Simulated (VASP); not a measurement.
Crystal: ScH.

```
Sc H
1.0
    -1.63763    1.63763    2.34013
     1.63763   -1.63763    2.34013
     1.63763    1.63763   -2.34013
Sc H
1 1
Direct
  0.00000 0.00000 0.00000
  0.50000 0.50000 0.00000
```

- Program: VASP 6.6.1
- Task: relaxation of cell and atoms
- Functional: r2SCAN
- Potentials or basis: VASP PAW PBE potentials, release 64 (Sc_sv, H)
- Cutoff: 600 eV
- k mesh: 8 × 8 × 8
- Occupations: gaussian, width 0.1 eV
- Spin: no spin polarisation

At the start: pressure -4.7 GPa; volume 12.55 Å³/atom.

Task: How do energy, volume and symmetry change on relaxing?

Result: Over 21 steps the energy falls by 16.5 meV/atom and the volume is 11.93 Å³/atom (-4.9 %); space group Fm-3m (No. 225, to 0.1 Å) before, I4/mmm (No. 139, to 0.1 Å).

Step by step:
| step | energy change (eV) | largest force (eV/Å) | pressure (GPa) | volume (Å³) |
| --- | --- | --- | --- | --- |
| 1 | 0.0000 | 0.0000 | -4.71 | 25.10 |
| 2 | -0.0241 | 0.0000 | -0.96 | 23.79 |
| 3 | -0.0250 | 0.0000 | 0.01 | 23.49 |
| 4 | -0.0250 | 0.0000 | 0.09 | 23.46 |
| 5 | -0.0253 | 0.0000 | 0.13 | 23.46 |
| 6 | -0.0263 | 0.0000 | 0.19 | 23.45 |
| 7 | -0.0284 | 0.0000 | 0.37 | 23.44 |
| 8 | -0.0293 | 0.0000 | 1.04 | 23.39 |
| 9 | -0.0303 | 0.0000 | 1.46 | 23.36 |
| 10 | -0.0284 | 0.0000 | 2.03 | 23.29 |
| 11 | -0.0308 | 0.0000 | 1.61 | 23.34 |
| 12 | -0.0306 | 0.0000 | 1.76 | 23.32 |
| 13 | -0.0308 | 0.0000 | 1.67 | 23.33 |
| 14 | -0.0309 | 0.0000 | 1.66 | 23.35 |
| 15 | -0.0312 | 0.0000 | 1.57 | 23.38 |
| 16 | -0.0312 | 0.0000 | 1.34 | 23.44 |
| 17 | -0.0313 | 0.0000 | 1.42 | 23.41 |
| 18 | -0.0315 | 0.0000 | 1.38 | 23.43 |
| 19 | -0.0320 | 0.0000 | 1.15 | 23.50 |
| 20 | -0.0328 | 0.0000 | 0.71 | 23.62 |
| 21 | -0.0331 | 0.0000 | -0.19 | 23.87 |

Final structure:
```
Sc H
1.0
    -1.55452    1.55452    2.46898
     1.55452   -1.55452    2.46898
     1.55452    1.55452   -2.46898
Sc H
1 1
Direct
  0.00000 0.00000 0.00000
  0.50000 0.50000 0.00000
```

Caveat: the PAW data sets were made with another functional, which shifts forces and pressure a little.
